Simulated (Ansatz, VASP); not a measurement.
# One calculation of Mn, two programs

Contents of INCAR:

```
SYSTEM = Mn
PREC     = Accurate       ! precision mode
ENCUT    = 520            ! plane-wave cutoff, eV
EDIFF    = 1E-8           ! SCF threshold, eV
ISMEAR   = -1             ! smearing method
SIGMA    = 0.03           ! smearing width, eV
LREAL    = .False.        ! projectors in reciprocal space
LASPH    = .True.         ! aspherical terms in the spheres
NELM     = 150            ! most SCF steps
ALGO     = Normal         ! electronic algorithm
ISIF     = 2              ! what is computed and relaxed
LWAVE    = .False.        ! write WAVECAR
LCHARG   = .False.        ! write CHGCAR
ISPIN    = 2              ! spin polarisation
MAGMOM   = 4              ! initial moments
LORBIT   = 11             ! projections on sites
LMAXMIX  = 4              ! l up to which the mixer works
GGA      = PE             ! functional
LEFG     = .True.       
NBANDS   = 16             ! bands
```

The input KPOINTS:

```
regular mesh
0
Gamma
  20 20 20
  0 0 0
```

The input POSCAR:

```
Mn
1.0
   -1.3981951056      1.3981951056      1.3981951056
    1.3981951056     -1.3981951056      1.3981951056
    1.3981951056      1.3981951056     -1.3981951056
Mn
1
Direct
    0.0000000000      0.0000000000      0.0000000000
```

Input for Ansatz:

```yaml
crystal:
  lattice:
    - [-1.3981951056, 1.3981951056, 1.3981951056]
    - [1.3981951056, -1.3981951056, 1.3981951056]
    - [1.3981951056, 1.3981951056, -1.3981951056]
  atoms:
    - { symbol: Mn, position: [0.0, 0.0, 0.0], spin: 4.0 }
magnetization:
  spin_polarized: true
kpoints:
  mp_grid: { grid: [20, 20, 20] }
  band_path:
    path:
      - [0.0, 0.0, 0.0]
      - [0.5, -0.5, 0.5]
      - [0.0, 0.0, 0.5]
      - [0.0, 0.0, 0.0]
      - [0.25, 0.25, 0.25]
      - [0.5, -0.5, 0.5]
      - [0.25, 0.25, 0.25]
      - [0.0, 0.0, 0.5]
    npoints: 8
scf:
  occupations: { method: fermi_dirac, width: 0.03 }
hamiltonian:
  xc: pbe
  pseudopotentials: { kind: paw }
output:
  forces: true
  stress: true
  eigenvalues: true
  efg: { contact_densities: true }
  populations: true
  bader: true
  dos: { projected: true, de: 0.2, e_range: [-14, 8] }
```

Alike in both runs: task electric field gradients; functional PBE; k mesh 20 × 20 × 20; occupations fermi-dirac, width 0.03 eV; collinear spin.

|  | VASP | Ansatz |
| --- | --- | --- |
| version | VASP 6.6.1 | Ansatz 0.2.0 |
| potentials or method | VASP PAW PBE potentials, release 64 (Mn_pv) | PAW with Ansatz's default frozen-core files, scalar-relativistic |
| plane-wave cutoff (eV) | 520 | 420 |
| valence electrons in the cell | 13 | 15 |

Ansatz gave:

| Quantity | Value |
| --- | --- |
| pressure (GPa) | 0.0 |
| net moment per atom (μB) | 0.86 |
| size of the moment on the site where the two differ most (μB) | 0.85 |

What did VASP give for the same quantities?

Pressure (GPa): 0.1; net moment per atom (μB): 0.87; size of the moment on the site where the two differ most (μB): 0.87.

Site moments also hang on the region over which each program counts them. VASP's potentials hold 13 valence electrons a cell and Ansatz's 15, so a difference there can come from the potentials and not from the codes.
